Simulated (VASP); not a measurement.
# LaFeGe (P-6m2) in VASP: further runs

The runs below take LaFeGe through single point, with PBE.

Everything below comes from runs of VASP 6.6.1. Logs are shortened: lines on timing, memory, paths and dates and some standing lists are left out, and cuts for length are marked.

### 1 The cell of the first run

Symmetry: P-6m2, No. 187, hexagonal system. Conventional cell: a = 4.232 Å, b = 4.232 Å, c = 4.286 Å, α = 90.00°, β = 90.00°, γ = 120.00°. Within 4.3 Å of La (site symmetry -6m2) lie 6 Ge at 3.25 Å and 6 Fe at 3.25 Å and 8 La at 4.23 to 4.29 Å. Ge (site symmetry -6m2) has 3 Fe at 2.44 Å within 3.2 Å. Within 3.2 Å of Fe (site symmetry -6m2) lie 3 Ge at 2.44 Å.

### 2 Single point, PBE, collinear spin, zero start

Contents of INCAR:

```
SYSTEM = LaFeGe
PREC = Accurate
ENCUT = 520
EDIFF = 1E-6
ISMEAR = -1
SIGMA = 0.05
LREAL = .FALSE.
LASPH = .TRUE.
NELM = 150
ALGO = Normal
ISIF = 2
LWAVE = .FALSE.
LCHARG = .FALSE.
ISPIN = 2
MAGMOM = 0 0 0
LORBIT = 11
NUPDOWN = 0.0
LMAXMIX = 6
GGA = PE
NBANDS = 28
```

Contents of KPOINTS:

```
Automatic mesh
0
G
  6 6 5
  0 0 0
```

Contents of POSCAR:

```
LaFeGe
1.0
    4.2318077991      0.0000000000      0.0000000000
   -2.1159038996      3.6648530580      0.0000000000
    0.0000000000      0.0000000000      4.2857840000
La Ge Fe
1 1 1
Direct
    0.0000000000      0.0000000000      0.0000000000
    0.6666666667      0.3333333333      0.5000000000
    0.3333333333      0.6666666667      0.5000000000
```

Potentials or basis: VASP PAW PBE potentials, release 64 (La, Ge_d, Fe).

Command:

```sh
cat potpaw_PBE.64/La/POTCAR potpaw_PBE.64/Ge_d/POTCAR potpaw_PBE.64/Fe/POTCAR > POTCAR
mpirun -np 1 vasp_std > vasp.out
```

OUTCAR:

```text
SYSTEM = LaFeGe
   PREC = Accurate
   ENCUT = 520
   EDIFF = 1E-6
   ISMEAR = -1
   LREAL = .FALSE.
   LASPH = .TRUE.
   NELM = 150
   ISIF = 2
   ISPIN = 2
   LORBIT = 11
   NUPDOWN = 0.0
   GGA = PE

 ion  position               nearest neighbor table
   1  0.000  0.000  0.000-   2 3.25   3 3.25   2 3.25   3 3.25   2 3.25   2 3.25   3 3.25   3 3.25
                             2 3.25   2 3.25   3 3.25   3 3.25
   2  0.667  0.333  0.500-   3 2.44   3 2.44   3 2.44   1 3.25   1 3.25   1 3.25   1 3.25   1 3.25
                             1 3.25
   3  0.333  0.667  0.500-   2 2.44   2 2.44   2 2.44   1 3.25   1 3.25   1 3.25   1 3.25   1 3.25
                             1 3.25

  LATTYP: Found a hexagonal cell.
 ALAT       =     4.2318077991
 C/A-ratio  =     1.0127548801

  Lattice vectors:

 A1 = (   4.2318077991,   0.0000000000,   0.0000000000)
 A2 = (  -2.1159038996,   3.6648530580,   0.0000000000)
 A3 = (   0.0000000000,   0.0000000000,   4.2857840000)

Analysis of symmetry for initial positions (statically):
=====================================================================
 Subroutine PRICEL returns:
 Original cell was already a primitive cell.

 Routine SETGRP: Setting up the symmetry group for a
 hexagonal supercell.

 Subroutine GETGRP returns: Found 12 space group operations
 (whereof 12 operations were pure point group operations)
 out of a pool of 24 trial point group operations.

The static configuration has the point symmetry D_3h.

Analysis of symmetry for dynamics (positions and initial velocities):
=====================================================================
 Subroutine PRICEL returns:
 Original cell was already a primitive cell.

 Routine SETGRP: Setting up the symmetry group for a
 hexagonal supercell.

 Subroutine GETGRP returns: Found 12 space group operations
 (whereof 12 operations were pure point group operations)
 out of a pool of 24 trial point group operations.

The dynamic configuration has the point symmetry D_3h.

Analysis of structural, dynamic, and magnetic symmetry:
=====================================================================
 Subroutine PRICEL returns:
 Original cell was already a primitive cell.

 Routine SETGRP: Setting up the symmetry group for a
 hexagonal supercell.

 Subroutine GETGRP returns: Found 12 space group operations
 (whereof 12 operations were pure point group operations)
 out of a pool of 24 trial point group operations.

The overall configuration has the point symmetry D_3h.

 Subroutine INISYM returns: Found 12 space group operations
 (whereof 12 operations are pure point group operations),
 and found     1 'primitive' translations

----------------------------------------------------------------------------------------

                                     Primitive cell

  volume of cell :      66.4680

  direct lattice vectors                    reciprocal lattice vectors
     4.231807799  0.000000000  0.000000000     0.236305628  0.136431118  0.000000000
    -2.115903900  3.664853058  0.000000000     0.000000000  0.272862236  0.000000000
     0.000000000  0.000000000  4.285784000     0.000000000  0.000000000  0.233329538

  length of vectors
     4.231807799  4.231807799  4.285784000     0.272862236  0.272862236  0.233329538

  position of ions in fractional coordinates (direct lattice)
     0.000000000  0.000000000  0.000000000
     0.666666667  0.333333333  0.500000000
     0.333333333  0.666666667  0.500000000

  ion indices of the primitive-cell ions
   primitive index   ion index
                 1           1
                 2           2
                 3           3

----------------------------------------------------------------------------------------

 KPOINTS: Automatic mesh

Automatic generation of k-mesh.
 Grid dimensions read from file:
 generate k-points for:    6    6    5

 Generating k-lattice:

  Cartesian coordinates                     Fractional coordinates (reciprocal lattice)
     0.039384271  0.022738520  0.000000000     0.166666667  0.000000000  0.000000000
     0.000000000  0.045477039  0.000000000     0.000000000  0.166666667  0.000000000
     0.000000000  0.000000000  0.046665908     0.000000000  0.000000000  0.200000000

  Length of vectors
     0.045477039  0.045477039  0.046665908

  Shift w.r.t. Gamma in fractional coordinates (k-lattice)
     0.000000000  0.000000000  0.000000000

 Subroutine IBZKPT returns following result:
 ===========================================

 Found     21 irreducible k-points:

 Following reciprocal coordinates:
            Coordinates               Weight
  0.000000  0.000000  0.000000      1.000000
  0.166667 -0.000000  0.000000      6.000000
  0.333333 -0.000000  0.000000      6.000000
  0.500000 -0.000000  0.000000      3.000000
  0.166667  0.166667  0.000000      6.000000
  0.333333  0.166667  0.000000     12.000000
[... 13 lines left out ...]
  0.333333  0.166667  0.400000     24.000000
  0.333333  0.333333  0.400000      4.000000
   k-points           NKPTS =     21   k-points in BZ     NKDIM =     21   number of bands    NBANDS=     28
   number of dos      NEDOS =    301   number of ions     NIONS =      3
   total plane-waves  NPLWV =  32768
   dimension x,y,z NGX =    32 NGY =   32 NGZ =   32
   dimension x,y,z NGXF=    64 NGYF=   64 NGZF=   64
   ions per type =               1   1   1
   NGX,Y,Z   is equivalent  to a cutoff of  12.57, 12.57, 12.41 a.u.
   NGXF,Y,Z  is equivalent  to a cutoff of  25.14, 25.14, 24.83 a.u.
 SYSTEM =  LaFeGe
   PREC   = accura    normal or accurate (medium, high low for compatibility)
   ISTART =      0    job   : 0-new  1-cont  2-samecut
   ICHARG =      2    charge: 1-file 2-atom 10-const
   ISPIN  =      2    spin polarized calculation?
   LNONCOLLINEAR =      F non collinear calculations
   LSORBIT =      F    spin-orbit coupling
   LASPH  =      T    aspherical Exc in radial PAW
   ENCUT  =  520.0 eV  38.22 Ry    6.18 a.u.   7.87  7.87  7.97*2*pi/ulx,y,z
   NELM   =    150;   NELMIN=  2; NELMDL= -5     # of ELM steps
   EDIFF  = 0.1E-05   stopping-criterion for ELM
   LREAL  =      F    real-space projection
   EDIFFG = 0.1E-04   stopping-criterion for IOM
   NSW    =      0    number of steps for IOM
   IBRION =     -1    ionic relax: 0-MD 1-quasi-New 2-CG
   NFREE  =      0    steps in history (QN), initial steepest desc. (CG)
   ISIF   =      2    stress and relaxation
   ISYM   =      2    0-nonsym 1-usesym 2-fastsym
   POTIM  = 0.5000    time-step for ionic-motion
   TEBEG  =    0.0;   TEEND  =   0.0 temperature during run
   PSTRESS=    0.0 pullay stress
   NELECT =      33.0000    total number of electrons
   NUPDOWN=       0.0000    fix difference up-down
   EMIN   =  10.00;   EMAX   =-10.00  energy-range for DOS
   EFERMI =   0.00;   METHOD = LEGACY
   ISMEAR =    -1;   SIGMA  =   0.05  broadening in eV -4-tet -1-fermi 0-gaus
   EFERMI_NEDOS =   21; number of points for ismear=-14 and -15
   IALGO  =     38    algorithm
   IMIX   =      4    mixing-type and parameters
     AMIX     =   0.40;   BMIX     =  1.00
     AMIX_MAG =   1.60;   BMIX_MAG =  1.00
  volume/ion in A,a.u.               =      22.16       149.52
  Fermi-wavevector in a.u.,A,eV,Ry     =   1.296309  2.449669 22.863463  1.680417
  Thomas-Fermi vector in A             =   2.427774
   LORBIT       =     11    0 simple, 1 ext, 2 COOP (PROOUT), +10 PAW based schemes
   GGA     = PE    functional components
   LHFCALC =     F    Hartree Fock is set to
   AEXX    =    0.0000 exact exchange contribution
   IVDW    =     0    specifies the selected vdW correction
   LEPSILON=     F    determine dielectric tensor
   LRPA    =     F    only Hartree local field effects (RPA)
 spin polarized calculation
  energy-cutoff  :      520.00
  volume of cell :       66.47
 maximum number of plane-waves:      1806
 NGX is ok and might be reduce to    32
   NGX = 15   NGY = 15   NGZ = 15

 number of electron      32.9999991 magnetization       0.0000000

 number of electron      32.9999991 magnetization      -0.0000000

 Free energy of the ion-electron system (eV)
  ---------------------------------------------------
  ext. energy  EPLUGINS =         0.00000000
  ---------------------------------------------------
  free energy    TOTEN  =       -18.58081998 eV

  energy without entropy =      -18.54497260  energy(sigma->0) =      -18.56289629

 E-fermi :   6.9438     XC(G=0): -10.6835

 val. band max:        6.9310511467   @ k =   0.3333  -0.0000   0.4000
 cond. band min:       6.9982709598   @ k =   0.0000   0.0000   0.0000
 fundamental gap:      0.0672198131
 Fermi energy:         6.9439580031

 spin component 1

 k-point     1 :       0.0000    0.0000    0.0000
  band No.  band energies     occupation
      1     -25.4260      1.00000
      2     -16.8997      1.00000
      3     -16.8700      1.00000
      4     -16.8700      1.00000
      5     -16.8130      1.00000
      6     -16.8130      1.00000
[... 20 lines left out ...]
     27      10.5142      0.00000
[... 597 lines left out ...]
      5     -16.8152      1.00000
      6     -16.8128      1.00000
[... 20 lines left out ...]
     27      11.4760      0.00000
     28      11.5724      0.00000
 Fermi energy:         6.9438196672

 spin component 2

 k-point     1 :       0.0000    0.0000    0.0000
  band No.  band energies     occupation
      1     -25.4260      1.00000
      2     -16.8997      1.00000
      3     -16.8700      1.00000
      4     -16.8700      1.00000
      5     -16.8130      1.00000
      6     -16.8130      1.00000
[... 20 lines left out ...]
     27      10.5141      0.00000
[... 598 lines left out ...]
      6     -16.8128      1.00000
[... 20 lines left out ...]
     27      11.4761      0.00000
     28      11.5724      0.00000

------------------------ aborting loop because EDIFF is reached ----------------------------------------

  FORCE on cell =-STRESS in cart. coord.  units (eV):
  Direction    XX          YY          ZZ          XY          YZ          ZX
  --------------------------------------------------------------------------------------
  -------------------------------------------------------------------------------------
  Total       -1.8721547     -1.8721547     -1.1088675      0.0000000     -0.0000000      0.0000000
  in kB      -45.1273202    -45.1273202    -26.7286773      0.0000000     -0.0000000      0.0000000
  external PRESSURE =     -38.9944392 kB  Pullay stress =       0.0000000 kB

 VOLUME and BASIS-vectors are now :
 -----------------------------------------------------------------------------
  energy-cutoff  :      520.00
  volume of cell :       66.47
      direct lattice vectors                 reciprocal lattice vectors
     4.231807799  0.000000000  0.000000000     0.236305628  0.136431118  0.000000000
    -2.115903900  3.664853058  0.000000000     0.000000000  0.272862236  0.000000000
     0.000000000  0.000000000  4.285784000     0.000000000  0.000000000  0.233329538

 POSITION                                       TOTAL-FORCE (eV/Angst)
 -----------------------------------------------------------------------------------
      0.00000      0.00000      0.00000        -0.000000      0.000000      0.000000
      2.11590      1.22162      2.14289        -0.000000      0.000000      0.000000
     -0.00000      2.44324      2.14289         0.000000      0.000000      0.000000
 -----------------------------------------------------------------------------------
    total drift:                               -0.000002      0.000001      0.000000

  FREE ENERGIE OF THE ION-ELECTRON SYSTEM (eV)
  ---------------------------------------------------
  free  energy   TOTEN  =       -18.5808199810 eV

  energy  without entropy=      -18.5449726004  energy(sigma->0) =      -18.56289629

 total charge

# of ion       s       p       d       f       tot
--------------------------------------------------
    1        2.027   5.638   0.698   0.145   8.508
    2        1.133   1.275  10.022   0.000  12.430
    3        0.445   0.318   6.375   0.000   7.139
--------------------------------------------------
tot          3.605   7.231  17.096   0.145  28.077

 magnetization (x)

# of ion       s       p       d       f       tot
--------------------------------------------------
    1       -0.000   0.000   0.000   0.000   0.000
    2        0.000   0.000   0.000   0.000   0.000
    3       -0.000   0.000  -0.000   0.000  -0.000
--------------------------------------------------
tot         -0.000   0.000  -0.000   0.000  -0.000
```

Run time: 66 s. Hardware: 1 thread of Intel Xeon Platinum 8488C (Sapphire Rapids), shared host; peak memory 0.25 GiB.

Results:

| Item | Value |
| --- | --- |
| Free energy | -18.5808 eV |
| Pressure | -3.9 GPa |
| Net moment | 0.00 μB per cell |
| Valence electrons inside the program's atomic spheres | La 8.51; Ge 12.43; Fe 7.14 |

Caveat: spin-orbit coupling is left out, which moves the levels of the heavy elements; the total moment is fixed, so each spin has its own Fermi level.

(Continued in part 2 of 3.)
